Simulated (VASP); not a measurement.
# Mg (Fm-3m) in VASP: a series of runs

Mg is run at these levels: LDA; tasks: single point.

Program: VASP 6.6.1. These are calculated values, not measurements. Logs are shortened: lines on timing, memory, paths and dates and some standing lists are left out, and cuts for length are marked.

## (1) The cell of the first run

Symmetry: Fm-3m, No. 225, cubic system. Conventional cell: a = 4.280 Å, b = 4.280 Å, c = 4.280 Å, α = 90.00°, β = 90.00°, γ = 90.00°. Within 4.0 Å of Mg (site symmetry m-3m) lie 12 Mg at 3.03 Å.

## (2) Single point, LDA (volume scaled by 0.9)

INCAR reads:

```
SYSTEM = Mg
PREC     = Accurate       ! precision mode
ENCUT    = 520            ! plane-wave cutoff, eV
EDIFF    = 1E-7           ! SCF threshold, eV
ISMEAR   = -1             ! smearing method
SIGMA    = 0.05           ! smearing width, eV
LREAL    = .False.        ! projectors in reciprocal space
LASPH    = .True.         ! aspherical terms in the spheres
NELM     = 60             ! most SCF steps
ALGO     = Normal         ! electronic algorithm
ISIF     = 2              ! what is computed and relaxed
LWAVE    = .False.        ! write WAVECAR
LCHARG   = .True.         ! write CHGCAR
GGA      = CA             ! functional
LELF     = .True.         ! ELF
LVHAR    = .True.       
NBANDS   = 7              ! bands
```

KPOINTS reads:

```
regular mesh
0
Gamma
  16 16 16
  0 0 0
```

POSCAR reads:

```
Mg
1.0
    0.0000000000      2.1399734767      2.1399734767
    2.1399734767      0.0000000000      2.1399734767
    2.1399734767      2.1399734767      0.0000000000
Mg
1
Direct
    0.0000000000      0.0000000000      0.0000000000
```

Potentials or basis: VASP PAW LDA potentials, release 64 (Mg).

The run is started by

```console
cat potpaw_LDA.64/Mg/POTCAR > POTCAR
mpirun -np 1 vasp_std > vasp.out
```

OUTCAR:

```text
SYSTEM = Mg
   PREC = Accurate
   ENCUT = 520
   EDIFF = 1E-7
   ISMEAR = -1
   LREAL = .False.
   LASPH = .True.
   NELM = 60
   ISIF = 2
   GGA = CA

 ion  position               nearest neighbor table
   1  0.000  0.000  0.000-

  LATTYP: Found a face centered cubic cell.
 ALAT       =     4.2799469534

  Lattice vectors:

 A1 = (   0.0000000000,   2.1399734767,   2.1399734767)
 A2 = (   2.1399734767,   0.0000000000,   2.1399734767)
 A3 = (   2.1399734767,   2.1399734767,   0.0000000000)

Analysis of symmetry for initial positions (statically):
=====================================================================
 Subroutine PRICEL returns:
 Original cell was already a primitive cell.

 Routine SETGRP: Setting up the symmetry group for a
 face centered cubic supercell.

 Subroutine GETGRP returns: Found 48 space group operations
 (whereof 48 operations were pure point group operations)
 out of a pool of 48 trial point group operations.

The static configuration has the point symmetry O_h .

Analysis of symmetry for dynamics (positions and initial velocities):
=====================================================================
 Subroutine PRICEL returns:
 Original cell was already a primitive cell.

 Routine SETGRP: Setting up the symmetry group for a
 face centered cubic supercell.

 Subroutine GETGRP returns: Found 48 space group operations
 (whereof 48 operations were pure point group operations)
 out of a pool of 48 trial point group operations.

The dynamic configuration has the point symmetry O_h .

 Subroutine INISYM returns: Found 48 space group operations
 (whereof 48 operations are pure point group operations),
 and found     1 'primitive' translations

----------------------------------------------------------------------------------------

                                     Primitive cell

  volume of cell :      19.6000

  direct lattice vectors                    reciprocal lattice vectors
     0.000000000  2.139973477  2.139973477    -0.233647756  0.233647756  0.233647756
     2.139973477  0.000000000  2.139973477     0.233647756 -0.233647756  0.233647756
     2.139973477  2.139973477  0.000000000     0.233647756  0.233647756 -0.233647756

  length of vectors
     3.026379514  3.026379514  3.026379514     0.404689784  0.404689784  0.404689784

  position of ions in fractional coordinates (direct lattice)
     0.000000000  0.000000000  0.000000000

  ion indices of the primitive-cell ions
   primitive index   ion index
                 1           1

----------------------------------------------------------------------------------------

 KPOINTS: regular mesh

Automatic generation of k-mesh.
 Grid dimensions read from file:
 generate k-points for:   16   16   16

 Generating k-lattice:

  Cartesian coordinates                     Fractional coordinates (reciprocal lattice)
    -0.014602985  0.014602985  0.014602985     0.062500000  0.000000000  0.000000000
     0.014602985 -0.014602985  0.014602985     0.000000000  0.062500000  0.000000000
     0.014602985  0.014602985 -0.014602985     0.000000000  0.000000000  0.062500000

  Length of vectors
     0.025293111  0.025293111  0.025293111

  Shift w.r.t. Gamma in fractional coordinates (k-lattice)
     0.000000000  0.000000000  0.000000000

 Subroutine IBZKPT returns following result:
 ===========================================

 Found    145 irreducible k-points:

 Following reciprocal coordinates:
            Coordinates               Weight
  0.000000  0.000000  0.000000      1.000000
  0.062500  0.000000  0.000000      8.000000
  0.125000  0.000000  0.000000      8.000000
  0.187500  0.000000  0.000000      8.000000
  0.250000  0.000000  0.000000      8.000000
  0.312500  0.000000  0.000000      8.000000
[... 16 lines left out ...]
 -0.125000  0.062500  0.000000     24.000000
 -0.062500  0.062500  0.000000     12.000000
 [... further k-points ...]
   k-points           NKPTS =    145   k-points in BZ     NKDIM =    145   number of bands    NBANDS=      7
   number of dos      NEDOS =    301   number of ions     NIONS =      1
   total plane-waves  NPLWV =  13824
   dimension x,y,z NGX =    24 NGY =   24 NGZ =   24
   dimension x,y,z NGXF=    48 NGYF=   48 NGZF=   48
   ions per type =               1
   NGX,Y,Z   is equivalent  to a cutoff of  13.18, 13.18, 13.18 a.u.
   NGXF,Y,Z  is equivalent  to a cutoff of  26.37, 26.37, 26.37 a.u.
 SYSTEM =  Mg
   PREC   = accura    normal or accurate (medium, high low for compatibility)
   ISTART =      0    job   : 0-new  1-cont  2-samecut
   ICHARG =      2    charge: 1-file 2-atom 10-const
   ISPIN  =      1    spin polarized calculation?
   LNONCOLLINEAR =      F non collinear calculations
   LSORBIT =      F    spin-orbit coupling
   LASPH  =      T    aspherical Exc in radial PAW
   ENCUT  =  520.0 eV  38.22 Ry    6.18 a.u.   5.63  5.63  5.63*2*pi/ulx,y,z
   NELM   =     60;   NELMIN=  2; NELMDL= -5     # of ELM steps
   EDIFF  = 0.1E-06   stopping-criterion for ELM
   LREAL  =      F    real-space projection
   EDIFFG = 0.1E-05   stopping-criterion for IOM
   NSW    =      0    number of steps for IOM
   IBRION =     -1    ionic relax: 0-MD 1-quasi-New 2-CG
   NFREE  =      0    steps in history (QN), initial steepest desc. (CG)
   ISIF   =      2    stress and relaxation
   ISYM   =      2    0-nonsym 1-usesym 2-fastsym
   POTIM  = 0.5000    time-step for ionic-motion
   TEBEG  =    0.0;   TEEND  =   0.0 temperature during run
   PSTRESS=    0.0 pullay stress
   NELECT =       2.0000    total number of electrons
   NUPDOWN=      -1.0000    fix difference up-down
   EMIN   =  10.00;   EMAX   =-10.00  energy-range for DOS
   EFERMI =   0.00;   METHOD = LEGACY
   ISMEAR =    -1;   SIGMA  =   0.05  broadening in eV -4-tet -1-fermi 0-gaus
   EFERMI_NEDOS =   21; number of points for ismear=-14 and -15
   IALGO  =     38    algorithm
   IMIX   =      4    mixing-type and parameters
     AMIX     =   0.40;   BMIX     =  1.00
     AMIX_MAG =   1.60;   BMIX_MAG =  1.00
  volume/ion in A,a.u.               =      19.60       132.27
  Fermi-wavevector in a.u.,A,eV,Ry     =   0.765009  1.445657  7.962653  0.585238
  Thomas-Fermi vector in A             =   1.865036
   LORBIT       =      0    0 simple, 1 ext, 2 COOP (PROOUT), +10 PAW based schemes
   GGA     = CA    functional components
   LHFCALC =     F    Hartree Fock is set to
   AEXX    =    0.0000 exact exchange contribution
   IVDW    =     0    specifies the selected vdW correction
   LEPSILON=     F    determine dielectric tensor
   LRPA    =     F    only Hartree local field effects (RPA)
 non-spin polarized calculation
  energy-cutoff  :      520.00
  volume of cell :       19.60
 maximum number of plane-waves:       544
   NGX = 11   NGY = 11   NGZ = 11

 number of electron       2.0000000 magnetization

 Free energy of the ion-electron system (eV)
  ---------------------------------------------------
  ext. energy  EPLUGINS =         0.00000000
  ---------------------------------------------------
  free energy    TOTEN  =        -1.76958573 eV

  energy without entropy =       -1.76528754  energy(sigma->0) =       -1.76743664

 E-fermi :   3.3160     XC(G=0):  -9.2049

 val. band max:        3.3094406852   @ k =  -0.3750   0.2500   0.0625
 cond. band min:       3.4602437423   @ k =  -0.3125   0.3750   0.1875
 fundamental gap:      0.1508030571
 Fermi energy:         3.3160132789

 k-point     1 :       0.0000    0.0000    0.0000
  band No.  band energies     occupation
      1      -4.2834      2.00000
      2      16.6317      0.00000
      3      16.6317      0.00000
      4      16.6317      0.00000
      5      19.3449      0.00000
      6      19.3449      0.00000
      7      19.3450      0.00000

 k-point     2 :       0.0625    0.0000    0.0000
  band No.  band energies     occupation
      1      -4.1869      2.00000
      2      15.2160      0.00000
      3      16.4666      0.00000
      4      16.4666      0.00000
      5      19.2126      0.00000
      6      19.6641      0.00000
      7      19.6641      0.00000

 k-point     3 :       0.1250    0.0000    0.0000
  band No.  band energies     occupation
      1      -3.8982      2.00000
      2      13.0255      0.00000
      3      16.1261      0.00000
      4      16.1261      0.00000
      5      18.8838      0.00000
      6      20.4571      0.00000
      7      20.4571      0.00000

 k-point     4 :       0.1875    0.0000    0.0000
  band No.  band energies     occupation
      1      -3.4193      2.00000
      2      10.8317      0.00000
      3      15.7947      0.00000
      4      15.7947      0.00000
      5      18.5211      0.00000
      6      20.2420      0.00000
      7      20.2420      0.00000

 k-point     5 :       0.2500    0.0000    0.0000
  band No.  band energies     occupation
      1      -2.7536      2.00000
      2       8.7342      0.00000
      3      15.5479      0.00000
      4      15.5479      0.00000
      5      18.2306      0.00000
      6      19.1963      0.00000
      7      19.1963      0.00000
[... 161 lines left out ...]
 k-point    22 :      -0.1875    0.0625    0.0000
  band No.  band energies     occupation
      1      -3.1333      2.00000
      2      10.1643      0.00000
      3      14.0252      0.00000
      4      16.7758      0.00000
      5      18.8176      0.00000
      6      19.1041      0.00000
      7      20.2031      0.00000

 k-point    23 :      -0.1250    0.0625    0.0000
  band No.  band energies     occupation
      1      -3.6744      2.00000
      2      12.2764      0.00000
      3      14.4503      0.00000
      4      16.9439      0.00000
      5      19.4294      0.00000
      6      19.7117      0.00000
      7      20.3152      0.00000

 k-point    24 :      -0.0625    0.0625    0.0000
  band No.  band energies     occupation
      1      -4.0264      2.00000
      2      14.2056      0.00000
      3      15.1993      0.00000
      4      16.8813      0.00000
      5      19.4825      0.00000
      6      19.5633      0.00000
      7      20.1582      0.00000

 [... further k-points ...]

------------------------ aborting loop because EDIFF is reached ----------------------------------------

  FORCE on cell =-STRESS in cart. coord.  units (eV):
  Direction    XX          YY          ZZ          XY          YZ          ZX
  --------------------------------------------------------------------------------------
  -------------------------------------------------------------------------------------
  Total        0.5767723      0.5767723      0.5767723      0.0000000      0.0000000     -0.0000000
  in kB       47.1476204     47.1476204     47.1476204      0.0000000      0.0000000     -0.0000000
  external PRESSURE =      47.1476204 kB  Pullay stress =       0.0000000 kB

 VOLUME and BASIS-vectors are now :
 -----------------------------------------------------------------------------
  energy-cutoff  :      520.00
  volume of cell :       19.60
      direct lattice vectors                 reciprocal lattice vectors
     0.000000000  2.139973477  2.139973477    -0.233647756  0.233647756  0.233647756
     2.139973477  0.000000000  2.139973477     0.233647756 -0.233647756  0.233647756
     2.139973477  2.139973477  0.000000000     0.233647756  0.233647756 -0.233647756

 POSITION                                       TOTAL-FORCE (eV/Angst)
 -----------------------------------------------------------------------------------
      0.00000      0.00000      0.00000         0.000000     -0.000000      0.000000
 -----------------------------------------------------------------------------------
    total drift:                                0.000000     -0.000000     -0.000000

  FREE ENERGIE OF THE ION-ELECTRON SYSTEM (eV)
  ---------------------------------------------------
  free  energy   TOTEN  =        -1.7695857336 eV

  energy  without entropy=       -1.7652875395  energy(sigma->0) =       -1.76743664
```

It took 20 s on 1 thread of Intel Xeon 8259CL, shared host; peak memory 0.14 GiB.

Results:

```
Free energy            : -1.7696 eV
Pressure               : 4.7 GPa
Band gap on the k mesh : zero (band 1 reaches 4.87 eV, above the bottom of band 2 at 2.02 eV)
```

## (3) Single point, LDA (volume scaled by 0.9, level accurate)

INCAR reads:

```
PREC = Accurate ; ENCUT = 520
EDIFF = 1E-7 ; ISMEAR = -1
SIGMA = 0.05 ; LREAL = False
LASPH = True ; NELM = 80
ALGO = Normal ; ISIF = 2
LWAVE = False ; LCHARG = True
LELF = True ; LVHAR = True
NBANDS = 7
```

KPOINTS reads:

```
regular mesh
0
Gamma
  16 16 16
```

POSCAR is that of step 2.

Potentials or basis: VASP PAW LDA potentials, release 64 (Mg).

The run is started by

```console
cat potpaw_LDA.64/Mg/POTCAR > POTCAR
mpirun -np 1 vasp_std > vasp.out
```

Run time: 17 s. Hardware: 1 thread of Intel Xeon 8259CL, shared host; peak memory 0.14 GiB.

It converged, with:

| Item | Value |
| --- | --- |
| Free energy | -1.7696 eV |
| Pressure | 4.7 GPa |
| Band gap on the k mesh | zero (band 1 reaches 4.87 eV, above the bottom of band 2 at 2.02 eV) |

Levels at points of the mesh, in eV from the Fermi level:
```tsv
k point	band 1	band 2	band 3	band 4
(0.00, 0.00, 0.00)	-7.60	13.32	13.32	13.32
(0.50, 0.00, 0.00)	-1.92	-1.30	12.12	12.12
(0.50, 0.50, 0.00)	-0.24	0.89	6.42	7.77
```
